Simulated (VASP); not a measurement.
# Ti (I4/mmm) in VASP: further runs, part 3 of 3

VASP 6.6.1. Earlier steps stand in the parts before.

### 5 Single point, PBEsol (equal xx and yy strain of +2 %)

The input, INCAR:

```
  ALGO = Normal
  EDIFF = 1E-6
  ENCUT = 520
  GGA = PS
  ISIF = 2
  ISMEAR = -1
  LASPH = True
  LCHARG = False
  LREAL = False
  LWAVE = False
  NBANDS = 12
  NELM = 80
  PREC = Accurate
  SIGMA = 0.05
```

The input, KPOINTS:

```
k-points
0
Gamma
  14 14 14
```

The input, POSCAR:

```
Ti
1.0
   -1.6738200000      1.6738200000      1.6410000000
    1.6738200000     -1.6738200000      1.6410000000
    1.6738200000      1.6738200000     -1.6410000000
Ti
1
Direct
    0.0000000000      0.0000000000      0.0000000000
```

Potentials or basis: VASP PAW PBE potentials, release 64 (Ti_sv).

On the command line:

```
> cat potpaw_PBE.64/Ti_sv/POTCAR > POTCAR
> mpirun -np 1 vasp_std > vasp.out
```

OUTCAR:

```text
EDIFF = 1E-6
   ENCUT = 520
   GGA = PS
   ISIF = 2
   ISMEAR = -1
   LASPH = True
   LREAL = False
   NELM = 80
   PREC = Accurate

 ion  position               nearest neighbor table
   1  0.000  0.000  0.000-

  LATTYP: Found a body centered tetragonal cell.
 ALAT       =     3.3476400000
 C/A-ratio  =     0.9803921569

  Lattice vectors:

 A1 = (  -1.6738200000,   1.6738200000,   1.6410000000)
 A2 = (   1.6738200000,  -1.6738200000,   1.6410000000)
 A3 = (   1.6738200000,   1.6738200000,  -1.6410000000)

Analysis of symmetry for initial positions (statically):
=====================================================================
 Subroutine PRICEL returns:
 Original cell was already a primitive cell.

 Routine SETGRP: Setting up the symmetry group for a
 body centered tetragonal supercell.

 Subroutine GETGRP returns: Found 16 space group operations
 (whereof 16 operations were pure point group operations)
 out of a pool of 16 trial point group operations.

The static configuration has the point symmetry D_4h.

Analysis of symmetry for dynamics (positions and initial velocities):
=====================================================================
 Subroutine PRICEL returns:
 Original cell was already a primitive cell.

 Routine SETGRP: Setting up the symmetry group for a
 body centered tetragonal supercell.

 Subroutine GETGRP returns: Found 16 space group operations
 (whereof 16 operations were pure point group operations)
 out of a pool of 16 trial point group operations.

The dynamic configuration has the point symmetry D_4h.

 Subroutine INISYM returns: Found 16 space group operations
 (whereof 16 operations are pure point group operations),
 and found     1 'primitive' translations

----------------------------------------------------------------------------------------

                                     Primitive cell

  volume of cell :      18.3902

  direct lattice vectors                    reciprocal lattice vectors
    -1.673820000  1.673820000  1.641000000     0.000000000  0.298717903  0.304692261
     1.673820000 -1.673820000  1.641000000     0.298717903  0.000000000  0.304692261
     1.673820000  1.673820000 -1.641000000     0.298717903  0.298717903  0.000000000

  length of vectors
     2.880317306  2.880317306  2.880317306     0.426696331  0.426696331  0.422450909

  position of ions in fractional coordinates (direct lattice)
     0.000000000  0.000000000  0.000000000

  ion indices of the primitive-cell ions
   primitive index   ion index
                 1           1

----------------------------------------------------------------------------------------

 KPOINTS: k-points

Automatic generation of k-mesh.
 Grid dimensions read from file:
 generate k-points for:   14   14   14

 Generating k-lattice:

  Cartesian coordinates                     Fractional coordinates (reciprocal lattice)
     0.000000000  0.021336993  0.021763733     0.071428571  0.000000000  0.000000000
     0.021336993  0.000000000  0.021763733     0.000000000  0.071428571  0.000000000
     0.021336993  0.021336993  0.000000000     0.000000000  0.000000000  0.071428571

  Length of vectors
     0.030478309  0.030478309  0.030175065

  Shift w.r.t. Gamma in fractional coordinates (k-lattice)
     0.000000000  0.000000000  0.000000000

 Subroutine IBZKPT returns following result:
 ===========================================

 Found    244 irreducible k-points:

 Following reciprocal coordinates:
            Coordinates               Weight
  0.000000  0.000000  0.000000      1.000000
  0.071429  0.000000  0.000000      8.000000
  0.142857  0.000000  0.000000      8.000000
  0.214286  0.000000  0.000000      8.000000
  0.285714  0.000000  0.000000      8.000000
  0.357143  0.000000 -0.000000      8.000000
[... 16 lines left out ...]
  0.214286  0.142857  0.000000     16.000000
  0.285714  0.142857  0.000000     16.000000
 [... further k-points ...]
   k-points           NKPTS =    244   k-points in BZ     NKDIM =    244   number of bands    NBANDS=     12
   number of dos      NEDOS =    301   number of ions     NIONS =      1
   total plane-waves  NPLWV =  13824
   dimension x,y,z NGX =    24 NGY =   24 NGZ =   24
   dimension x,y,z NGXF=    48 NGYF=   48 NGZF=   48
   ions per type =               1
   NGX,Y,Z   is equivalent  to a cutoff of  13.85, 13.85, 13.85 a.u.
   NGXF,Y,Z  is equivalent  to a cutoff of  27.70, 27.70, 27.70 a.u.
 SYSTEM =  unknown system
   PREC   = accura    normal or accurate (medium, high low for compatibility)
   ISTART =      0    job   : 0-new  1-cont  2-samecut
   ICHARG =      2    charge: 1-file 2-atom 10-const
   ISPIN  =      1    spin polarized calculation?
   LNONCOLLINEAR =      F non collinear calculations
   LSORBIT =      F    spin-orbit coupling
   LASPH  =      T    aspherical Exc in radial PAW
   ENCUT  =  520.0 eV  38.22 Ry    6.18 a.u.   5.36  5.36  5.36*2*pi/ulx,y,z
   NELM   =     80;   NELMIN=  2; NELMDL= -5     # of ELM steps
   EDIFF  = 0.1E-05   stopping-criterion for ELM
   LREAL  =      F    real-space projection
   EDIFFG = 0.1E-04   stopping-criterion for IOM
   NSW    =      0    number of steps for IOM
   IBRION =     -1    ionic relax: 0-MD 1-quasi-New 2-CG
   NFREE  =      0    steps in history (QN), initial steepest desc. (CG)
   ISIF   =      2    stress and relaxation
   ISYM   =      2    0-nonsym 1-usesym 2-fastsym
   POTIM  = 0.5000    time-step for ionic-motion
   TEBEG  =    0.0;   TEEND  =   0.0 temperature during run
   PSTRESS=    0.0 pullay stress
   NELECT =      12.0000    total number of electrons
   NUPDOWN=      -1.0000    fix difference up-down
   EMIN   =  10.00;   EMAX   =-10.00  energy-range for DOS
   EFERMI =   0.00;   METHOD = LEGACY
   ISMEAR =    -1;   SIGMA  =   0.05  broadening in eV -4-tet -1-fermi 0-gaus
   EFERMI_NEDOS =   21; number of points for ismear=-14 and -15
   IALGO  =     38    algorithm
   IMIX   =      4    mixing-type and parameters
     AMIX     =   0.40;   BMIX     =  1.00
     AMIX_MAG =   1.60;   BMIX_MAG =  1.00
  volume/ion in A,a.u.               =      18.39       124.10
  Fermi-wavevector in a.u.,A,eV,Ry     =   1.419951  2.683317 27.432877  2.016260
  Thomas-Fermi vector in A             =   2.540917
   LORBIT       =      0    0 simple, 1 ext, 2 COOP (PROOUT), +10 PAW based schemes
   GGA     = PS    functional components
   LHFCALC =     F    Hartree Fock is set to
   AEXX    =    0.0000 exact exchange contribution
   IVDW    =     0    specifies the selected vdW correction
   LEPSILON=     F    determine dielectric tensor
   LRPA    =     F    only Hartree local field effects (RPA)
 non-spin polarized calculation
  energy-cutoff  :      520.00
  volume of cell :       18.39
 maximum number of plane-waves:       508
 NGX is ok and might be reduce to    24
   NGX = 11   NGY = 11   NGZ = 11

 number of electron      12.0000003 magnetization

 Free energy of the ion-electron system (eV)
  ---------------------------------------------------
  ext. energy  EPLUGINS =         0.00000000
  ---------------------------------------------------
  free energy    TOTEN  =        -8.18062804 eV

  energy without entropy =       -8.15927864  energy(sigma->0) =       -8.16995334

 E-fermi :   7.3757     XC(G=0): -11.3622

 val. band max:        7.3740518688   @ k =   0.3571   0.2143   0.0000
 cond. band min:       7.3814611338   @ k =  -0.4286   0.2857   0.0714
 fundamental gap:      0.0074092650
 Fermi energy:         7.3757097355

 k-point     1 :       0.0000    0.0000    0.0000
  band No.  band energies     occupation
      1     -49.0358      2.00000
      2     -25.0485      2.00000
      3     -25.0463      2.00000
      4     -25.0463      2.00000
      5       1.5564      2.00000
      6       8.2234      0.00000
      7       8.3551      0.00000
      8       8.3551      0.00000
      9       9.8793      0.00000
     10      10.0335      0.00000
     11      24.2839      0.00000
     12      24.2839      0.00000
[... 331 lines left out ...]
 k-point    24 :       0.2857    0.1429    0.0000
  band No.  band energies     occupation
      1     -48.9423      2.00000
      2     -25.5025      2.00000
      3     -25.2168      2.00000
      4     -25.0876      2.00000
      5       4.9734      2.00000
      6       7.1345      1.98406
      7       7.4363      0.45888
      8       9.7211      0.00000
      9      10.3634      0.00000
     10      11.1373      0.00000
     11      17.7829      0.00000
     12      20.0363      0.00000

 [... further k-points ...]
[... 5 lines left out ...]
  --------------------------------------------------------------------------------------
  -------------------------------------------------------------------------------------
  Total       -1.1353215     -1.1353215     -1.2041920      0.0000000      0.0000000      0.0000000
  in kB      -98.9107213    -98.9107213   -104.9108112      0.0000000      0.0000000      0.0000000
  external PRESSURE =    -100.9107513 kB  Pullay stress =       0.0000000 kB

 VOLUME and BASIS-vectors are now :
 -----------------------------------------------------------------------------
  energy-cutoff  :      520.00
  volume of cell :       18.39
      direct lattice vectors                 reciprocal lattice vectors
    -1.673820000  1.673820000  1.641000000     0.000000000  0.298717903  0.304692261
     1.673820000 -1.673820000  1.641000000     0.298717903  0.000000000  0.304692261
     1.673820000  1.673820000 -1.641000000     0.298717903  0.298717903  0.000000000

 POSITION                                       TOTAL-FORCE (eV/Angst)
 -----------------------------------------------------------------------------------
      0.00000      0.00000      0.00000         0.000000      0.000000      0.000000
 -----------------------------------------------------------------------------------
    total drift:                                0.000000      0.000000      0.000000

  FREE ENERGIE OF THE ION-ELECTRON SYSTEM (eV)
  ---------------------------------------------------
  free  energy   TOTEN  =        -8.1806280373 eV

  energy  without entropy=       -8.1592786403  energy(sigma->0) =       -8.16995334
```

Run time: 54 s. Hardware: 1 thread of Intel Xeon 8259CL, shared host; peak memory 0.18 GiB.

What came out:

```yaml
Free_energy: -8.1806 eV
Pressure: -10.1 GPa
Band_gap_on_the_k_mesh: zero (bands 6 and 7 overlap by 1.54 eV)
```

Stress tensor (GPa, compression positive):
```
 -9.89   0.00   0.00
  0.00  -9.89   0.00
  0.00   0.00 -10.49
```

Caveat: the cell differs from its parent crystal (equal xx and yy strain of +2 %); the cell stands under tension; the PAW data sets were made with another functional, which shifts forces and pressure a little.

### 6 The runs side by side

| cell | gap on the mesh (eV) | pressure (GPa) |
| --- | --- | --- |
| a = 2.852 Å, angles 109.7, 109.7, 108.9°, 1 atom | none | -7.7 |
| a = 2.861 Å, angles 109.2, 109.2, 110.0°, 1 atom | none | -8.5 |
| a = 2.871 Å, angles 110.3, 110.3, 107.9°, 1 atom | none | -9.3 |
| a = 2.880 Å, angles 108.9, 108.9, 110.5°, 1 atom | none | -10.1 |

Alike in all rows: task single point; level PBEsol; potentials or basis VASP PAW PBE potentials, release 64 (Ti_sv); no spin polarisation; k mesh 14 × 14 × 14; cutoff (eV) 520; smearing fermi-dirac 0.05 eV.

Caveats: the cell stands under tension; the PAW data sets were made with another functional, which shifts forces and pressure a little.

Total energies depend on the potentials used, so only differences within one code and one set of settings carry meaning.
